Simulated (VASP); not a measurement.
A run of VASP 6.6.1 is set up as follows.

INCAR

```
PREC = Accurate ; ENCUT = 520
EDIFF = 1E-6 ; ISMEAR = 0
SIGMA = 0.15 ; LREAL = False
LASPH = True ; NELM = 80
ALGO = Normal ; ISIF = 2
LWAVE = False ; LCHARG = False
NBANDS = 11
```

Contents of KPOINTS:

```
Automatic mesh
0
Gamma
  20 20 20
```

File POSCAR:

```
Si
1.0
   -2.1816625201      2.1816625201      1.3292653899
    2.1816625201     -2.1816625201      1.3292653899
    2.1816625201      2.1816625201     -1.3292653899
Si
2
Direct
    0.2500000000      0.7500000000      0.5000000000
    0.5000000000      0.5000000000      0.0000000000
```

Potentials or basis: VASP PAW LDA potentials, release 64 (Si).

Run with:

```sh
$ cat potpaw_LDA.64/Si/POTCAR > POTCAR
$ mpirun -np 1 vasp_std > vasp.out
```

(1) Estimate the band gap on the k mesh.

(2) Predict the pressure.

Answers

(1) zero (bands 4 and 5 overlap by 8.59 eV).

(2) 30.7 GPa.

Caveat: the cell differs from its parent crystal (strain -0.080 along x and y, +0.000 along z); the cell stands under pressure.
